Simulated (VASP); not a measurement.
# Os (P6_3/mmc) in VASP: single point with r2SCAN

Aim: the single point of Os with r2SCAN.

Everything below comes from runs of VASP 6.6.1. Logs are shortened: lines on timing, memory, paths and dates and some standing lists are left out, and cuts for length are marked.

**1. The cell of the first run**

The structure is hexagonal, space group P6_3/mmc (No. 194). Conventional cell: a = 2.736 Å, b = 2.736 Å, c = 4.322 Å, α = 90.00°, β = 90.00°, γ = 120.00°. Os (site symmetry -6m2) has 12 Os at 2.68 to 2.74 Å within 3.5 Å.

**2. Single point, r2SCAN**

File POSCAR:

```
Os
1.0
    2.7355762030      0.0000000000      0.0000000000
   -1.3677881015      2.3690784858      0.0000000000
    0.0000000000      0.0000000000      4.3220323046
Os
2
Direct
    0.3333333333      0.6666666667      0.2500000000
    0.6666666667      0.3333333333      0.7500000000
```

File INCAR.step1:

```
PREC = Accurate
ENCUT = 620
ISMEAR = -1
SIGMA = 0.05
LREAL = F
LASPH = T
NELM = 120
NBANDS = 23
GGA = PE
ALGO = Normal
EDIFF = 1E-5
LWAVE = T
LCHARG = F
GGA_COMPAT = F
```

File INCAR.step2:

```
PREC = Accurate
ENCUT = 620
EDIFF = 1E-6
ISMEAR = -1
SIGMA = 0.05
LREAL = F
LASPH = T
NELM = 120
ALGO = Normal
ISIF = 2
LWAVE = F
LCHARG = F
METAGGA = R2SCAN
LMIXTAU = T
NBANDS = 23
ISTART = 1
GGA_COMPAT = F
```

File KPOINTS:

```
Automatic mesh
0
Gamma
  9 9 5
```

Potentials or basis: VASP PAW PBE potentials, release 64 (Os_sv_GW).

On the command line:

```sh
$ cat potpaw_PBE.64/Os_sv_GW/POTCAR > POTCAR
$ cp INCAR.step1 INCAR
$ mpirun -np 1 vasp_std > vasp.out
$ cp INCAR.step2 INCAR
$ mpirun -np 1 vasp_std > vasp.out
```

OUTCAR:

```text
PREC = Accurate
   ENCUT = 620
   EDIFF = 1E-6
   ISMEAR = -1
   LREAL = F
   LASPH = T
   NELM = 120
   ISIF = 2
   METAGGA = R2SCAN
   ISTART = 1

 ion  position               nearest neighbor table
   1  0.333  0.667  0.250-   2 2.68   2 2.68   2 2.68   2 2.68   2 2.68   2 2.68
   2  0.667  0.333  0.750-   1 2.68   1 2.68   1 2.68   1 2.68   1 2.68   1 2.68

  LATTYP: Found a hexagonal cell.
 ALAT       =     2.7355762030
 C/A-ratio  =     1.5799348963

  Lattice vectors:

 A1 = (   2.7355762030,   0.0000000000,   0.0000000000)
 A2 = (  -1.3677881015,   2.3690784858,   0.0000000000)
 A3 = (   0.0000000000,   0.0000000000,   4.3220323046)

Analysis of symmetry for initial positions (statically):
=====================================================================
 Subroutine PRICEL returns:
 Original cell was already a primitive cell.

 Routine SETGRP: Setting up the symmetry group for a
 hexagonal supercell.

 Subroutine GETGRP returns: Found 24 space group operations
 (whereof 12 operations were pure point group operations)
 out of a pool of 24 trial point group operations.

The static configuration has the point symmetry D_3d.
 The point group associated with its full space group is D_6h.

Analysis of symmetry for dynamics (positions and initial velocities):
=====================================================================
 Subroutine PRICEL returns:
 Original cell was already a primitive cell.

 Routine SETGRP: Setting up the symmetry group for a
 hexagonal supercell.

 Subroutine GETGRP returns: Found 24 space group operations
 (whereof 12 operations were pure point group operations)
 out of a pool of 24 trial point group operations.

The dynamic configuration has the point symmetry D_3d.
 The point group associated with its full space group is D_6h.

 Subroutine INISYM returns: Found 24 space group operations
 (whereof 12 operations are pure point group operations),
 and found     1 'primitive' translations

----------------------------------------------------------------------------------------

                                     Primitive cell

  volume of cell :      28.0102

  direct lattice vectors                    reciprocal lattice vectors
     2.735576203  0.000000000  0.000000000     0.365553699  0.211052527  0.000000000
    -1.367788101  2.369078486  0.000000000     0.000000000  0.422105053  0.000000000
     0.000000000  0.000000000  4.322032305     0.000000000  0.000000000  0.231372634

  length of vectors
     2.735576203  2.735576203  4.322032305     0.422105053  0.422105053  0.231372634

  position of ions in fractional coordinates (direct lattice)
     0.333333333  0.666666667  0.250000000
     0.666666667  0.333333333  0.750000000

  ion indices of the primitive-cell ions
   primitive index   ion index
                 1           1
                 2           2

----------------------------------------------------------------------------------------

 KPOINTS: Automatic mesh

Automatic generation of k-mesh.
 Grid dimensions read from file:
 generate k-points for:    9    9    5

 Generating k-lattice:

  Cartesian coordinates                     Fractional coordinates (reciprocal lattice)
     0.040617078  0.023450281  0.000000000     0.111111111 -0.000000000  0.000000000
     0.000000000  0.046900561  0.000000000     0.000000000  0.111111111  0.000000000
     0.000000000  0.000000000  0.046274527     0.000000000  0.000000000  0.200000000

  Length of vectors
     0.046900561  0.046900561  0.046274527

  Shift w.r.t. Gamma in fractional coordinates (k-lattice)
     0.000000000  0.000000000  0.000000000

 Subroutine IBZKPT returns following result:
 ===========================================

 Found     36 irreducible k-points:

 Following reciprocal coordinates:
            Coordinates               Weight
  0.000000  0.000000  0.000000      1.000000
  0.111111  0.000000  0.000000      6.000000
  0.222222 -0.000000  0.000000      6.000000
  0.333333  0.000000  0.000000      6.000000
  0.444444 -0.000000  0.000000      6.000000
  0.111111  0.111111  0.000000      6.000000
[... 16 lines left out ...]
  0.333333  0.222222  0.200000     24.000000
  0.333333  0.333333  0.200000      4.000000
 [... further k-points ...]
   k-points           NKPTS =     36   k-points in BZ     NKDIM =     36   number of bands    NBANDS=     23
   number of dos      NEDOS =    301   number of ions     NIONS =      2
   total plane-waves  NPLWV =  20736
   dimension x,y,z NGX =    24 NGY =   24 NGZ =   36
   dimension x,y,z NGXF=    48 NGYF=   48 NGZF=   72
   ions per type =               2
   NGX,Y,Z   is equivalent  to a cutoff of  14.59, 14.59, 13.85 a.u.
   NGXF,Y,Z  is equivalent  to a cutoff of  29.17, 29.17, 27.69 a.u.
 SYSTEM =  unknown system
   PREC   = accura    normal or accurate (medium, high low for compatibility)
   ISTART =      1    job   : 0-new  1-cont  2-samecut
   ICHARG =      0    charge: 1-file 2-atom 10-const
   ISPIN  =      1    spin polarized calculation?
   LNONCOLLINEAR =      F non collinear calculations
   LSORBIT =      F    spin-orbit coupling
   LASPH  =      T    aspherical Exc in radial PAW
   ENCUT  =  620.0 eV  45.57 Ry    6.75 a.u.   5.55  5.55  8.77*2*pi/ulx,y,z
   NELM   =    120;   NELMIN=  2; NELMDL=  0     # of ELM steps
   EDIFF  = 0.1E-05   stopping-criterion for ELM
   LREAL  =      F    real-space projection
   EDIFFG = 0.1E-04   stopping-criterion for IOM
   NSW    =      0    number of steps for IOM
   IBRION =     -1    ionic relax: 0-MD 1-quasi-New 2-CG
   NFREE  =      0    steps in history (QN), initial steepest desc. (CG)
   ISIF   =      2    stress and relaxation
   ISYM   =      2    0-nonsym 1-usesym 2-fastsym
   POTIM  = 0.5000    time-step for ionic-motion
   TEBEG  =    0.0;   TEEND  =   0.0 temperature during run
   PSTRESS=    0.0 pullay stress
   NELECT =      32.0000    total number of electrons
   NUPDOWN=      -1.0000    fix difference up-down
   EMIN   =  10.00;   EMAX   =-10.00  energy-range for DOS
   EFERMI =   0.00;   METHOD = LEGACY
   ISMEAR =    -1;   SIGMA  =   0.05  broadening in eV -4-tet -1-fermi 0-gaus
   EFERMI_NEDOS =   21; number of points for ismear=-14 and -15
   IALGO  =     38    algorithm
   IMIX   =      4    mixing-type and parameters
     AMIX     =   0.40;   BMIX     =  1.00
     AMIX_MAG =   1.60;   BMIX_MAG =  1.00
  volume/ion in A,a.u.               =      14.01        94.51
  Fermi-wavevector in a.u.,A,eV,Ry     =   1.711405  3.234086 39.850188  2.928906
  Thomas-Fermi vector in A             =   2.789525
   LORBIT       =      0    0 simple, 1 ext, 2 COOP (PROOUT), +10 PAW based schemes
   METAGGA = R2SCAN    functional components
   LHFCALC =     F    Hartree Fock is set to
   AEXX    =    0.0000 exact exchange contribution
   IVDW    =     0    specifies the selected vdW correction
   LEPSILON=     F    determine dielectric tensor
   LRPA    =     F    only Hartree local field effects (RPA)
 non-spin polarized calculation
  energy-cutoff  :      620.00
  volume of cell :       28.01
 maximum number of plane-waves:      1008
 NGX is ok and might be reduce to    24
   NGX = 11   NGY = 11   NGZ = 17

 number of electron      32.0000000 magnetization

 Free energy of the ion-electron system (eV)
  ---------------------------------------------------
  ext. energy  EPLUGINS =         0.00000000
  ---------------------------------------------------
  free energy    TOTEN  =      -108.21519217 eV

  energy without entropy =     -108.20578119  energy(sigma->0) =     -108.21048668

 E-fermi :  13.7426     XC(G=0): -16.0130

 val. band max:       13.5417158882   @ k =   0.4444   0.1111   0.4000
 cond. band min:      13.7549273063   @ k =   0.4444  -0.0000   0.4000
 fundamental gap:      0.2132114182
 Fermi energy:        13.7425965892

 k-point     1 :       0.0000    0.0000    0.0000
  band No.  band energies     occupation
      1     -75.2097      2.00000
      2     -75.0794      2.00000
      3     -34.5691      2.00000
      4     -33.5852      2.00000
      5     -33.5852      2.00000
      6     -33.3971      2.00000
[... 15 lines left out ...]
     22      27.5431      0.00000
     23      30.0493      0.00000

 k-point     2 :       0.1111    0.0000    0.0000
  band No.  band energies     occupation
      1     -75.1987      2.00000
      2     -75.0758      2.00000
      3     -34.5248      2.00000
      4     -33.6796      2.00000
      5     -33.6169      2.00000
      6     -33.4953      2.00000
[... 15 lines left out ...]
     22      28.5751      0.00000
     23      30.6688      0.00000

 k-point     3 :       0.2222   -0.0000    0.0000
  band No.  band energies     occupation
      1     -75.1698      2.00000
      2     -75.0667      2.00000
      3     -34.4014      2.00000
      4     -33.9170      2.00000
      5     -33.7353      2.00000
      6     -33.6933      2.00000
[... 15 lines left out ...]
     22      28.9727      0.00000
     23      30.2484      0.00000

 k-point     4 :       0.3333    0.0000    0.0000
  band No.  band energies     occupation
      1     -75.1336      2.00000
      2     -75.0590      2.00000
      3     -34.2307      2.00000
      4     -34.1860      2.00000
      5     -33.9947      2.00000
      6     -33.7754      2.00000
[... 15 lines left out ...]
     22      25.0154      0.00000
     23      28.3545      0.00000

 k-point     5 :       0.4444   -0.0000    0.0000
  band No.  band energies     occupation
      1     -75.1058      2.00000
      2     -75.0581      2.00000
      3     -34.3602      2.00000
      4     -34.1570      2.00000
      5     -34.0776      2.00000
      6     -33.8272      2.00000
[... 434 lines left out ...]
 k-point    22 :       0.2222    0.2222    0.2000
  band No.  band energies     occupation
      1     -75.1102      2.00000
      2     -75.0632      2.00000
      3     -34.2858      2.00000
      4     -34.1868      2.00000
      5     -33.9079      2.00000
      6     -33.8743      2.00000
[... 15 lines left out ...]
     22      25.4509      0.00000
     23      27.7884      0.00000

 k-point    23 :       0.3333    0.2222    0.2000
  band No.  band energies     occupation
      1     -75.0875      2.00000
      2     -75.0638      2.00000
      3     -34.3182      2.00000
      4     -34.2112      2.00000
      5     -34.0298      2.00000
      6     -33.8261      2.00000
[... 15 lines left out ...]
     22      23.9768      0.00000
     23      27.0810      0.00000

 k-point    24 :       0.3333    0.3333    0.2000
  band No.  band energies     occupation
      1     -75.0719      2.00000
      2     -75.0719      2.00000
      3     -34.2027      2.00000
      4     -34.1847      2.00000
      5     -34.1847      2.00000
      6     -33.8833      2.00000
[... 15 lines left out ...]
     22      26.8372      0.00000
     23      26.8372      0.00000

 [... further k-points ...]

------------------------ aborting loop because EDIFF is reached ----------------------------------------

  FORCE on cell =-STRESS in cart. coord.  units (eV):
  Direction    XX          YY          ZZ          XY          YZ          ZX
  --------------------------------------------------------------------------------------
  -------------------------------------------------------------------------------------
  Total       -0.1586635     -0.1586635     -0.0946571     -0.0000000     -0.0000000      0.0000000
  in kB       -9.0755145     -9.0755145     -5.4143632     -0.0000000     -0.0000000      0.0000000
  external PRESSURE =      -7.8551307 kB  Pullay stress =       0.0000000 kB

 VOLUME and BASIS-vectors are now :
 -----------------------------------------------------------------------------
  energy-cutoff  :      620.00
  volume of cell :       28.01
      direct lattice vectors                 reciprocal lattice vectors
     2.735576203  0.000000000  0.000000000     0.365553699  0.211052527  0.000000000
    -1.367788101  2.369078486  0.000000000     0.000000000  0.422105053  0.000000000
     0.000000000  0.000000000  4.322032305     0.000000000  0.000000000  0.231372634

 POSITION                                       TOTAL-FORCE (eV/Angst)
 -----------------------------------------------------------------------------------
     -0.00000      1.57939      1.08051         0.000000     -0.000000      0.000000
      1.36779      0.78969      3.24152        -0.000000      0.000000      0.000000
 -----------------------------------------------------------------------------------
    total drift:                               -0.000000      0.000000     -0.000000

  FREE ENERGIE OF THE ION-ELECTRON SYSTEM (eV)
  ---------------------------------------------------
  free  energy   TOTEN  =      -108.2151921667 eV

  energy  without entropy=     -108.2057811932  energy(sigma->0) =     -108.21048668
```

Run time: 49 s. Hardware: 1 thread of Intel Xeon 6975P-C (Granite Rapids), shared host; peak memory 0.18 GiB.

What came out:

| Property | Result |
| --- | --- |
| Free energy | -108.2152 eV |
| Pressure | -0.8 GPa |
| Band gap on the k mesh | zero (bands 16 and 17 overlap by 3.99 eV) |

Caveat: the PAW data sets were made with another functional, which shifts forces and pressure a little; spin-orbit coupling is left out, which moves the levels of the heavy elements.

The gap in the log of VASP goes by the Fermi energy; the results here count the filled bands.